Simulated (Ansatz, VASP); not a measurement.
Two plane-wave programs on Ti

```xyz
1
Lattice="-1.6015 1.6015 1.6816 1.6015 -1.6015 1.6816 1.6015 1.6015 -1.6816" Properties=species:S:1:pos:R:3 pbc="T T T"
Ti    0.0000    0.0000    0.0000
```

Alike in both runs: task single point; functional PBE; k mesh 28 × 28 × 28; occupations gaussian, width 0.15 eV; no spin polarisation.

|  | VASP | Ansatz |
| --- | --- | --- |
| version | VASP 6.6.1 | Ansatz 0.2.0 |
| potentials or method | VASP PAW PBE potentials, release 64 (Ti_sv), cutoff 520 eV | scalar-relativistic, plane waves, PAW |
| valence electrons in the cell | 12 | 12 |

|  | VASP | Ansatz | Ansatz less VASP |
| --- | --- | --- | --- |
| gap on the k mesh at the Fermi level (eV) | none | none | - |
| pressure (GPa) | -0.2 | 0.1 | +0.31 |
| traceless stress, the component that is largest in VASP (GPa) | 0.66 | 0.66 | -0.005 |

A gap of «none» marks a metal or a gap that the smearing closes.
